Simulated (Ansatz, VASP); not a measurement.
SrTa2O2 in VASP and in Ansatz

```
CELL_PARAMETERS angstrom
-3.04766 3.04766 2.82370
3.04766 -3.04766 2.82370
3.04766 3.04766 -2.82370
ATOMIC_POSITIONS crystal
Sr 0.00000 0.00000 0.00000
Ta 0.50000 0.00000 0.50000
Ta 0.00000 0.50000 0.50000
O 0.61971 0.61971 0.00000
O 0.38029 0.38029 0.00000
```

Alike in both runs: functional PBE; k mesh 4 × 4 × 4; occupations gaussian, width 0.1 eV; no spin polarisation.

Ansatz relaxed the structure, and its values are those at the end. VASP's run is a single point on that final structure, the one shown.

|  | VASP | Ansatz |
| --- | --- | --- |
| version | VASP 6.6.1 | Ansatz 0.2.0 |
| potentials or method | VASP PAW PBE potentials, release 64 (Sr_sv, Ta_sv_GW, O), cutoff 700 eV | scalar-relativistic, plane waves, PAW |
| valence electrons in the cell | 48 | 48 |

Ansatz gave:

| Quantity | Value |
| --- | --- |
| gap on the k mesh at the Fermi level (eV) | none |
| pressure (GPa) | -0.1 |
| rms of the force components (eV/Å) | 0.010 |

**Question.** Estimate VASP's values.

**Answer.** gap on the k mesh at the Fermi level (eV): none; pressure (GPa): 0.2; rms of the force components (eV/Å): 0.052.

A gap of «none» marks a metal or a gap that the smearing closes.

The k mesh is coarse, so the values compare programs but aren't converged. Neither program's run includes spin-orbit coupling.
